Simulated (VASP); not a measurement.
# WSe2 in VASP: single point with PBE+D3(BJ)

Aim: the single point of WSe2 with PBE+D3(BJ).

Program: VASP 6.6.1. These are calculated values, not measurements. Logs are shortened: lines on timing, memory, paths and dates and some standing lists are left out, and cuts for length are marked.

## 1. The cell of the first run

The cell holds a sheet with vacuum, 18 atoms: a = 3.282 Å, b = 3.282 Å, c = 95.300 Å, α = 90.00°, β = 90.00°, γ = 120.00°.

## 2. Single point, PBE+D3(BJ)

Input file INCAR:

```
SYSTEM = WSe2
  PREC = Accurate
  ENCUT = 520
  EDIFF = 1E-7
  ISMEAR = 0
  SIGMA = 0.02
  LREAL = Auto
  LASPH = .TRUE.
  NELM = 100
  ALGO = Normal
  ISIF = 2
  LWAVE = .FALSE.
  LCHARG = .TRUE.
  LDIPOL = .TRUE.
  IDIPOL = 3
  DIPOL = 0.5 0.5 0.282
  GGA = PE
  IVDW = 12
  LELF = .TRUE.
  LVHAR = .TRUE.
  LVACPOTAV = .TRUE.
  NBANDS = 93
```

Input file KPOINTS:

```
regular mesh
0
G
  9 9 1
  0 0 0
```

Input file POSCAR:

```
WSe2
1.0
    3.2820000000      0.0000000000      0.0000000000
   -1.6410000000      2.8422953752      0.0000000000
    0.0000000000      0.0000000000     95.2999999925
Se W
12 6
Direct
    0.6666666667      0.3333333333      0.0965753624
    0.6666666667      0.3333333333      0.1319326141
    0.3333333333      0.6666666667      0.1637296992
    0.3333333333      0.6666666667      0.1990558055
    0.6666666667      0.3333333333      0.2308124199
    0.6666666667      0.3333333333      0.2661372886
    0.3333333333      0.6666666667      0.2978711059
    0.3333333333      0.6666666667      0.3331959747
    0.6666666667      0.3333333333      0.3649525890
    0.6666666667      0.3333333333      0.4002786954
    0.3333333333      0.6666666667      0.4320757805
    0.3333333333      0.6666666667      0.4674330322
    0.3333333333      0.6666666667      0.1142575552
    0.6666666667      0.3333333333      0.1813928261
    0.3333333333      0.6666666667      0.2484748507
    0.6666666667      0.3333333333      0.3155335439
    0.3333333333      0.6666666667      0.3826155685
    0.6666666667      0.3333333333      0.4497508393
```

Potentials or basis: VASP PAW PBE potentials, release 64 (Se, W_sv).

On the command line:

```
cat potpaw_PBE.64/Se/POTCAR potpaw_PBE.64/W_sv/POTCAR > POTCAR
mpirun -np 1 vasp_std > vasp.out
```

OUTCAR:

```text
SYSTEM = WSe2
   PREC = Accurate
   ENCUT = 520
   EDIFF = 1E-7
   ISMEAR = 0
   LREAL = Auto
   LASPH = .TRUE.
   NELM = 100
   ISIF = 2
   GGA = PE
   IVDW = 12
 IVDW          = 12

 ion  position               nearest neighbor table
   1  0.667  0.333  0.097-  13 2.54  13 2.54  13 2.54
   2  0.667  0.333  0.132-  13 2.54  13 2.54  13 2.54
   3  0.333  0.667  0.164-  14 2.53  14 2.53  14 2.53
   4  0.333  0.667  0.199-  14 2.53  14 2.53  14 2.53
   5  0.667  0.333  0.231-  15 2.53  15 2.53  15 2.53
   6  0.667  0.333  0.266-  15 2.53  15 2.53  15 2.53
   7  0.333  0.667  0.298-  16 2.53  16 2.53  16 2.53
   8  0.333  0.667  0.333-  16 2.53  16 2.53  16 2.53
   9  0.667  0.333  0.365-  17 2.53  17 2.53  17 2.53
  10  0.667  0.333  0.400-  17 2.53  17 2.53  17 2.53
  11  0.333  0.667  0.432-  18 2.54  18 2.54  18 2.54
  12  0.333  0.667  0.467-  18 2.54  18 2.54  18 2.54
  13  0.333  0.667  0.114-   2 2.54   2 2.54   2 2.54   1 2.54   1 2.54   1 2.54
  14  0.667  0.333  0.181-   4 2.53   4 2.53   4 2.53   3 2.53   3 2.53   3 2.53
  15  0.333  0.667  0.248-   5 2.53   5 2.53   5 2.53   6 2.53   6 2.53   6 2.53
  16  0.667  0.333  0.316-   8 2.53   8 2.53   8 2.53   7 2.53   7 2.53   7 2.53
  17  0.333  0.667  0.383-   9 2.53   9 2.53   9 2.53  10 2.53  10 2.53  10 2.53
  18  0.667  0.333  0.450-  11 2.54  11 2.54  11 2.54  12 2.54  12 2.54  12 2.54

  LATTYP: Found a hexagonal cell.
 ALAT       =     3.2820000000
 C/A-ratio  =    29.0371724535

  Lattice vectors:

 A1 = (   3.2820000000,   0.0000000000,   0.0000000000)
 A2 = (  -1.6410000000,   2.8422953752,   0.0000000000)
 A3 = (   0.0000000000,   0.0000000000,  95.2999999925)

Analysis of symmetry for initial positions (statically):
=====================================================================
 Subroutine PRICEL returns:
 Original cell was already a primitive cell.

 Routine SETGRP: Setting up the symmetry group for a
 hexagonal supercell.

 Subroutine GETGRP returns: Found 12 space group operations
 (whereof  6 operations were pure point group operations)
 out of a pool of 24 trial point group operations.

The static configuration has the point symmetry C_3v.
 The point group associated with its full space group is D_3d.

Analysis of symmetry for dynamics (positions and initial velocities):
=====================================================================
 Subroutine PRICEL returns:
 Original cell was already a primitive cell.

 Routine SETGRP: Setting up the symmetry group for a
 hexagonal supercell.

 Subroutine GETGRP returns: Found 12 space group operations
 (whereof  6 operations were pure point group operations)
 out of a pool of 24 trial point group operations.

The dynamic configuration has the point symmetry C_3v.
 The point group associated with its full space group is D_3d.

 Subroutine INISYM returns: Found 12 space group operations
 (whereof  6 operations are pure point group operations),
 and found     1 'primitive' translations

----------------------------------------------------------------------------------------

                                     Primitive cell

  volume of cell :     888.9978

  direct lattice vectors                    reciprocal lattice vectors
     3.282000000  0.000000000  0.000000000     0.304692261  0.175914159  0.000000000
    -1.641000000  2.842295375  0.000000000     0.000000000  0.351828318  0.000000000
     0.000000000  0.000000000 95.299999993     0.000000000  0.000000000  0.010493179

  length of vectors
     3.282000000  3.282000000 95.299999993     0.351828318  0.351828318  0.010493179

  position of ions in fractional coordinates (direct lattice)
     0.666666667  0.333333333  0.096575362
     0.666666667  0.333333333  0.131932614
     0.333333333  0.666666667  0.163729699
     0.333333333  0.666666667  0.199055806
     0.666666667  0.333333333  0.230812420
     0.666666667  0.333333333  0.266137289
[... 10 lines left out ...]
     0.333333333  0.666666667  0.382615569
     0.666666667  0.333333333  0.449750839

  ion indices of the primitive-cell ions
   primitive index   ion index
                 1           1
                 2           2
                 3           3
                 4           4
                 5           5
                 6           6
[... 10 lines left out ...]
                17          17
                18          18

----------------------------------------------------------------------------------------

 KPOINTS: regular mesh

Automatic generation of k-mesh.
 Grid dimensions read from file:
 generate k-points for:    9    9    1

 Generating k-lattice:

  Cartesian coordinates                     Fractional coordinates (reciprocal lattice)
     0.033854696  0.019546018  0.000000000     0.111111111 -0.000000000  0.000000000
     0.000000000  0.039092035  0.000000000     0.000000000  0.111111111  0.000000000
     0.000000000  0.000000000  0.010493179     0.000000000  0.000000000  1.000000000

  Length of vectors
     0.039092035  0.039092035  0.010493179

  Shift w.r.t. Gamma in fractional coordinates (k-lattice)
     0.000000000  0.000000000  0.000000000

 Subroutine IBZKPT returns following result:
 ===========================================

 Found     12 irreducible k-points:

 Following reciprocal coordinates:
            Coordinates               Weight
  0.000000  0.000000  0.000000      1.000000
  0.111111  0.000000  0.000000      6.000000
  0.222222  0.000000  0.000000      6.000000
  0.333333  0.000000  0.000000      6.000000
  0.444444  0.000000  0.000000      6.000000
  0.111111  0.111111  0.000000      6.000000
  0.222222  0.111111  0.000000     12.000000
  0.333333  0.111111  0.000000     12.000000
  0.444444  0.111111  0.000000      6.000000
  0.222222  0.222222  0.000000      6.000000
  0.333333  0.222222  0.000000     12.000000
  0.333333  0.333333  0.000000      2.000000
   k-points           NKPTS =     12   k-points in BZ     NKDIM =     12   number of bands    NBANDS=     93
   number of dos      NEDOS =    301   number of ions     NIONS =     18
   total plane-waves  NPLWV = 414720
   dimension x,y,z NGX =    24 NGY =   24 NGZ =  720
   dimension x,y,z NGXF=    48 NGYF=   48 NGZF= 1440
   ions per type =              12   6
   NGX,Y,Z   is equivalent  to a cutoff of  12.16, 12.16, 12.56 a.u.
   NGXF,Y,Z  is equivalent  to a cutoff of  24.31, 24.31, 25.12 a.u.
 SYSTEM =  WSe2
   PREC   = accura    normal or accurate (medium, high low for compatibility)
   ISTART =      0    job   : 0-new  1-cont  2-samecut
   ICHARG =      2    charge: 1-file 2-atom 10-const
   ISPIN  =      1    spin polarized calculation?
   LNONCOLLINEAR =      F non collinear calculations
   LSORBIT =      F    spin-orbit coupling
   LASPH  =      T    aspherical Exc in radial PAW
   ENCUT  =  520.0 eV  38.22 Ry    6.18 a.u.   6.10  6.10177.19*2*pi/ulx,y,z
   NELM   =    100;   NELMIN=  2; NELMDL= -5     # of ELM steps
   EDIFF  = 0.1E-06   stopping-criterion for ELM
   LREAL  =      T    real-space projection
   EDIFFG = 0.1E-05   stopping-criterion for IOM
   NSW    =      0    number of steps for IOM
   IBRION =     -1    ionic relax: 0-MD 1-quasi-New 2-CG
   NFREE  =      0    steps in history (QN), initial steepest desc. (CG)
   ISIF   =      2    stress and relaxation
   ISYM   =      2    0-nonsym 1-usesym 2-fastsym
   POTIM  = 0.5000    time-step for ionic-motion
   TEBEG  =    0.0;   TEEND  =   0.0 temperature during run
   PSTRESS=    0.0 pullay stress
   NELECT =     156.0000    total number of electrons
   NUPDOWN=      -1.0000    fix difference up-down
   EMIN   =  10.00;   EMAX   =-10.00  energy-range for DOS
   EFERMI =   0.00;   METHOD = LEGACY
   ISMEAR =     0;   SIGMA  =   0.02  broadening in eV -4-tet -1-fermi 0-gaus
   EFERMI_NEDOS =   21; number of points for ismear=-14 and -15
   IALGO  =     38    algorithm
   IMIX   =      4    mixing-type and parameters
     AMIX     =   0.40;   BMIX     =  1.00
     AMIX_MAG =   1.60;   BMIX_MAG =  1.00
  volume/ion in A,a.u.               =      49.39       333.29
  Fermi-wavevector in a.u.,A,eV,Ry     =   0.916536  1.732002 11.429411  0.840038
  Thomas-Fermi vector in A             =   2.041402
   LORBIT       =      0    0 simple, 1 ext, 2 COOP (PROOUT), +10 PAW based schemes
   GGA     = PE    functional components
   LHFCALC =     F    Hartree Fock is set to
   AEXX    =    0.0000 exact exchange contribution
   IVDW    =    12    specifies the selected vdW correction
   LEPSILON=     F    determine dielectric tensor
   LRPA    =     F    only Hartree local field effects (RPA)
 non-spin polarized calculation
 Gauss-broadening in eV      SIGMA  =   0.02
  energy-cutoff  :      520.00
  volume of cell :      889.00
 maximum number of plane-waves:     24168
   NGX = 13   NGY = 13   NGZ =355

 dipolmoment           0.000000      0.000000      0.000001 electrons x Angstroem

 number of electron     155.9999981 magnetization

 dipolmoment           0.000000      0.000000     -0.000002 electrons x Angstroem

 Free energy of the ion-electron system (eV)
  ---------------------------------------------------
  ext. energy  EPLUGINS =         0.00000000
  ---------------------------------------------------
  free energy    TOTEN  =      -129.32482185 eV

  energy without entropy =     -129.32482185  energy(sigma->0) =     -129.32482185

 E-fermi :  -0.1199     XC(G=0):  -4.5127

 val. band max:       -0.2338500141   @ k =   0.0000   0.0000   0.0000
 cond. band min:       0.8179788126   @ k =   0.2222   0.1111   0.0000
 fundamental gap:      1.0518288267
 Fermi energy:        -0.1199156240

 k-point     1 :       0.0000    0.0000    0.0000
  band No.  band energies     occupation
      1     -74.5677      2.00000
      2     -74.5677      2.00000
      3     -74.5675      2.00000
      4     -74.5675      2.00000
      5     -74.5641      2.00000
      6     -74.5641      2.00000
[... 1105 lines left out ...]
     89       2.5931      0.00000
     90       2.8108      0.00000
 [bands above 90 left out]

------------------------ aborting loop because EDIFF is reached ----------------------------------------

 vacuum level on the upper side and lower side of the slab       (xc-potential included)        -0.060        -0.060

 Edisp (eV)   -8.11276

 E8    (eV) :    -3.6553

  FORCE on cell =-STRESS in cart. coord.  units (eV):
  Direction    XX          YY          ZZ          XY          YZ          ZX
  --------------------------------------------------------------------------------------
  -------------------------------------------------------------------------------------
  Total       0.25480     0.25480     0.88195     0.00000     0.00000     0.00000
  in kB       0.45921     0.45921     1.58947     0.00000     0.00000     0.00000
  external pressure =        0.84 kB  Pullay stress =        0.00 kB

 VOLUME and BASIS-vectors are now :
 -----------------------------------------------------------------------------
  energy-cutoff  :      520.00
  volume of cell :      889.00
      direct lattice vectors                 reciprocal lattice vectors
     3.282000000  0.000000000  0.000000000     0.304692261  0.175914159  0.000000000
    -1.641000000  2.842295375  0.000000000     0.000000000  0.351828318  0.000000000
     0.000000000  0.000000000 95.299999993     0.000000000  0.000000000  0.010493179

 POSITION                                       TOTAL-FORCE (eV/Angst)
 -----------------------------------------------------------------------------------
      1.64100      0.94743      9.20363        -0.000000      0.000000     -0.043042
      1.64100      0.94743     12.57318         0.000000      0.000000      0.049779
     -0.00000      1.89486     15.60344         0.000000      0.000000     -0.059264
     -0.00000      1.89486     18.97002        -0.000000      0.000000      0.043982
      1.64100      0.94743     21.99642         0.000000      0.000000     -0.040145
      1.64100      0.94743     25.36288        -0.000000      0.000000      0.042195
[... 10 lines left out ...]
     -0.00000      1.89486     36.46326        -0.000000     -0.000000      0.000253
      1.64100      0.94743     42.86125        -0.000000     -0.000000      0.003021
 -----------------------------------------------------------------------------------
    total drift:                               -0.000000     -0.000000     -0.000200

  FREE ENERGIE OF THE ION-ELECTRON SYSTEM (eV)
  ---------------------------------------------------
  free  energy   TOTEN  =      -137.4375840909 eV

  energy  without entropy=     -137.4375840909  energy(sigma->0) =     -137.43758409

 vacuum level on the upper side and lower side of the slab         4.530         4.530
```

It took 24 min on 1 thread of Intel Xeon 6975P-C (Granite Rapids), shared host; peak memory 1.2 GiB.

What came out:

| Property | Result |
| --- | --- |
| Free energy | -137.4376 eV |
| Largest force | 0.059 eV/Å |
| Band gap on the k mesh | 1.05 eV (least direct gap 1.57 eV) |
| Dispersion energy per atom | -0.451 eV |
| Ionisation potential of the upper face | 4.76 eV |

Forces in eV/Å, atoms in the order of the input:
```
Se   0.000  0.000 -0.043
Se   0.000  0.000  0.050
Se   0.000  0.000 -0.059
Se   0.000  0.000  0.044
Se   0.000  0.000 -0.040
Se   0.000  0.000  0.042
Se   0.000  0.000 -0.042
Se   0.000  0.000  0.040
Se   0.000  0.000 -0.044
Se   0.000  0.000  0.059
Se   0.000  0.000 -0.050
Se   0.000  0.000  0.043
W    0.000  0.000 -0.003
W    0.000  0.000  0.000
W    0.000  0.000  0.003
W    0.000  0.000 -0.003
W    0.000  0.000  0.000
W    0.000  0.000  0.003
```

Caveat: spin-orbit coupling is left out, which moves the levels of the heavy elements.
